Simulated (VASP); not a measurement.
# SrCl7 (Fm-3m) in VASP: relaxation of cell and atoms with PBE

Aim: the relaxation of cell and atoms of SrCl7 with PBE.

Program: VASP 6.6.1. These are calculated values, not measurements. Logs are shortened: lines on timing, memory, paths and dates and some standing lists are left out, and cuts for length are marked.

## 1. The cell of the first run

It takes space group Fm-3m (No. 225, cubic). The conventional cell has a = 9.050 Å, b = 9.050 Å, c = 9.050 Å, α = 90.00°, β = 90.00°, γ = 90.00°. Sr (site symmetry m-3m) has 12 Cl at 3.20 Å within 4.2 Å. Cl (site symmetry mmm) has 2 Sr at 3.20 Å and 10 Cl at 3.20 Å within 4.2 Å. Cl (site symmetry m-3m) has 12 Cl at 3.20 Å within 4.2 Å.

## 2. Relaxation of cell and atoms, PBE

INCAR

```
PREC     = Accurate       # precision mode
ENCUT    = 600            # plane-wave cutoff, eV
EDIFF    = 1E-6           # SCF threshold, eV
ISMEAR   = 0              # smearing method
SIGMA    = 0.1            # smearing width, eV
LREAL    = False          # projectors in reciprocal space
LASPH    = True           # aspherical terms in the spheres
NELM     = 100            # most SCF steps
ALGO     = Normal         # electronic algorithm
ISIF     = 3              # what is computed and relaxed
LWAVE    = False          # write WAVECAR
LCHARG   = False          # write CHGCAR
GGA      = PE             # functional
IBRION   = 2              # ionic algorithm
NSW      = 100            # ionic steps
EDIFFG   = -0.01          # ionic threshold
```

KPOINTS

```
Automatic mesh
0
Gamma
  8 8 8
```

POSCAR

```
SrCl7
1.0
    0.0000000000      4.5247807188      4.5247807188
    4.5247807188      0.0000000000      4.5247807188
    4.5247807188      4.5247807188      0.0000000000
Sr Cl
1 7
Direct
    0.0000000000      0.0000000000      0.0000000000
    0.5000000000      0.0000000000      0.0000000000
    0.0000000000      0.5000000000      0.5000000000
    0.0000000000      0.5000000000      0.0000000000
    0.5000000000      0.0000000000      0.5000000000
    0.0000000000      0.0000000000      0.5000000000
    0.5000000000      0.5000000000      0.0000000000
    0.5000000000      0.5000000000      0.5000000000
```

Potentials or basis: VASP PAW PBE potentials, release 64 (Sr_sv, Cl).

The run is started by

```
> cat potpaw_PBE.64/Sr_sv/POTCAR potpaw_PBE.64/Cl/POTCAR > POTCAR
> mpirun -np 1 vasp_std > vasp.out
```

OUTCAR:

```text
PREC = Accurate
   ENCUT = 600
   EDIFF = 1E-6
   ISMEAR = 0
   LREAL = False
   LASPH = True
   NELM = 100
   ISIF = 3
   GGA = PE
   IBRION = 2
   NSW = 100
   EDIFFG = -0.01

 ion  position               nearest neighbor table
   1  0.000  0.000  0.000-   2 3.20   4 3.20   6 3.20   3 3.20   5 3.20   6 3.20   3 3.20   4 3.20
                             7 3.20   2 3.20   5 3.20   7 3.20
   2  0.500  0.000  0.000-   1 3.20   1 3.20
   3  0.000  0.500  0.500-   1 3.20   1 3.20
   4  0.000  0.500  0.000-   1 3.20   1 3.20
   5  0.500  0.000  0.500-   1 3.20   1 3.20
   6  0.000  0.000  0.500-   1 3.20   1 3.20
   7  0.500  0.500  0.000-   1 3.20   1 3.20
   8  0.500  0.500  0.500-

  LATTYP: Found a face centered cubic cell.
 ALAT       =     9.0495614376

  Lattice vectors:

 A1 = (   0.0000000000,   4.5247807188,   4.5247807188)
 A2 = (   4.5247807188,   0.0000000000,   4.5247807188)
 A3 = (   4.5247807188,   4.5247807188,   0.0000000000)

Analysis of symmetry for initial positions (statically):
=====================================================================
 Subroutine PRICEL returns:
 Original cell was already a primitive cell.

 Routine SETGRP: Setting up the symmetry group for a
 face centered cubic supercell.

 Subroutine GETGRP returns: Found 48 space group operations
 (whereof 48 operations were pure point group operations)
 out of a pool of 48 trial point group operations.

The static configuration has the point symmetry O_h .

Analysis of symmetry for dynamics (positions and initial velocities):
=====================================================================
 Subroutine PRICEL returns:
 Original cell was already a primitive cell.

 Routine SETGRP: Setting up the symmetry group for a
 face centered cubic supercell.

 Subroutine GETGRP returns: Found 48 space group operations
 (whereof 48 operations were pure point group operations)
 out of a pool of 48 trial point group operations.

The dynamic configuration has the point symmetry O_h .

 Subroutine INISYM returns: Found 48 space group operations
 (whereof 48 operations are pure point group operations),
 and found     1 'primitive' translations

----------------------------------------------------------------------------------------

                                     Primitive cell

  volume of cell :     185.2775
[... 101 lines left out ...]
   EDIFF  = 0.1E-05   stopping-criterion for ELM
   LREAL  =      F    real-space projection
   EDIFFG = -.1E-01   stopping-criterion for IOM
   NSW    =    100    number of steps for IOM
   IBRION =      2    ionic relax: 0-MD 1-quasi-New 2-CG
   NFREE  =      1    steps in history (QN), initial steepest desc. (CG)
   ISIF   =      3    stress and relaxation
   ISYM   =      2    0-nonsym 1-usesym 2-fastsym
   POTIM  = 0.5000    time-step for ionic-motion
   TEBEG  =    0.0;   TEEND  =   0.0 temperature during run
   PSTRESS=    0.0 pullay stress
   NELECT =      59.0000    total number of electrons
   NUPDOWN=      -1.0000    fix difference up-down
   EMIN   =  10.00;   EMAX   =-10.00  energy-range for DOS
   EFERMI =   0.00;   METHOD = LEGACY
   ISMEAR =     0;   SIGMA  =   0.10  broadening in eV -4-tet -1-fermi 0-gaus
   EFERMI_NEDOS =   21; number of points for ismear=-14 and -15
   IALGO  =     38    algorithm
   IMIX   =      4    mixing-type and parameters
     AMIX     =   0.40;   BMIX     =  1.00
     AMIX_MAG =   1.60;   BMIX_MAG =  1.00
  volume/ion in A,a.u.               =      23.16       156.29
  Fermi-wavevector in a.u.,A,eV,Ry     =   1.117939  2.112598 17.004382  1.249787
  Thomas-Fermi vector in A             =   2.254566
   LORBIT       =      0    0 simple, 1 ext, 2 COOP (PROOUT), +10 PAW based schemes
   GGA     = PE    functional components
   LHFCALC =     F    Hartree Fock is set to
   AEXX    =    0.0000 exact exchange contribution
   IVDW    =     0    specifies the selected vdW correction
   LEPSILON=     F    determine dielectric tensor
   LRPA    =     F    only Hartree local field effects (RPA)
 conjugate gradient relaxation of ions
 non-spin polarized calculation
 Gauss-broadening in eV      SIGMA  =   0.10
  energy-cutoff  :      600.00
  volume of cell :      185.28
 maximum number of plane-waves:      6218
 NGX is ok and might be reduce to    54
   NGX = 25   NGY = 25   NGZ = 25

 number of electron      58.9999996 magnetization

 Free energy of the ion-electron system (eV)
  ---------------------------------------------------
  ext. energy  EPLUGINS =         0.00000000
  ---------------------------------------------------
  free energy    TOTEN  =       -16.92495470 eV

  energy without entropy =      -16.84746519  energy(sigma->0) =      -16.88620995

 E-fermi :   1.3996     XC(G=0):  -9.2481

 val. band max:        1.3957929026   @ k =  -0.2500   0.2500   0.0000
 cond. band min:       1.4048131000   @ k =   0.5000   0.5000   0.0000
 fundamental gap:      0.0090201973
 Fermi energy:         1.3995848456

 k-point     1 :       0.0000    0.0000    0.0000
  band No.  band energies     occupation
      1     -32.4035      2.00000
      2     -14.3819      2.00000
      3     -14.3819      2.00000
      4     -14.3819      2.00000
      5     -13.2810      2.00000
      6     -12.0922      2.00000
[... 901 lines left out ...]
     34       7.7462      0.00000
     35       8.0864      0.00000

 [... further k-points ...]
[... 5 lines left out ...]
  --------------------------------------------------------------------------------------
  -------------------------------------------------------------------------------------
  Total        0.0005873      0.0005873      0.0005873     -0.0000000     -0.0000000      0.0000000
  in kB        0.0050785      0.0050785      0.0050785     -0.0000000     -0.0000000      0.0000000
  external PRESSURE =       0.0050785 kB  Pullay stress =       0.0000000 kB

 VOLUME and BASIS-vectors are now :
 -----------------------------------------------------------------------------
  energy-cutoff  :      600.00
  volume of cell :      185.28
      direct lattice vectors                 reciprocal lattice vectors
     0.000000000  4.524780719  4.524780719    -0.110502593  0.110502593  0.110502593
     4.524780719  0.000000000  4.524780719     0.110502593 -0.110502593  0.110502593
     4.524780719  4.524780719  0.000000000     0.110502593  0.110502593 -0.110502593

 POSITION                                       TOTAL-FORCE (eV/Angst)
 -----------------------------------------------------------------------------------
      0.00000      0.00000      0.00000        -0.000000      0.000000     -0.000000
      0.00000      2.26239      2.26239        -0.000000      0.000000     -0.000000
      4.52478      2.26239      2.26239         0.000000     -0.000000      0.000000
      2.26239      0.00000      2.26239        -0.000000      0.000000     -0.000000
      2.26239      4.52478      2.26239        -0.000000     -0.000000      0.000000
      2.26239      2.26239      0.00000        -0.000000      0.000000     -0.000000
      2.26239      2.26239      4.52478        -0.000000      0.000000     -0.000000
      4.52478      4.52478      4.52478         0.000000     -0.000000      0.000000
 -----------------------------------------------------------------------------------
    total drift:                               -0.000000      0.000000     -0.000000

  FREE ENERGIE OF THE ION-ELECTRON SYSTEM (eV)
  ---------------------------------------------------
  free  energy   TOTEN  =       -16.9249547036 eV

  energy  without entropy=      -16.8474651933  energy(sigma->0) =      -16.88620995

 reached required accuracy - stopping structural energy minimisation
```

Run time: 4.1 min. Hardware: 1 thread of Intel Xeon Platinum 8488C (Sapphire Rapids), shared host; peak memory 0.49 GiB.

Results:

* Free energy: -16.9250 eV
* Pressure after relaxing: 0.0 GPa

Final structure:
```
Sr Cl
1.0
     0.00000    4.52478    4.52478
     4.52478    0.00000    4.52478
     4.52478    4.52478    0.00000
Sr Cl
1 7
Direct
  0.00000 0.00000 0.00000
  0.50000 0.00000 0.00000
  0.00000 0.50000 0.50000
  0.00000 0.50000 0.00000
  0.50000 0.00000 0.50000
  0.00000 0.00000 0.50000
  0.50000 0.50000 0.00000
  0.50000 0.50000 0.50000
```

Caveat: the relaxation stopped at its first step, so nothing moved; an odd number of electrons without spin polarisation forces a metal; a magnetic or distorted state may lie lower.
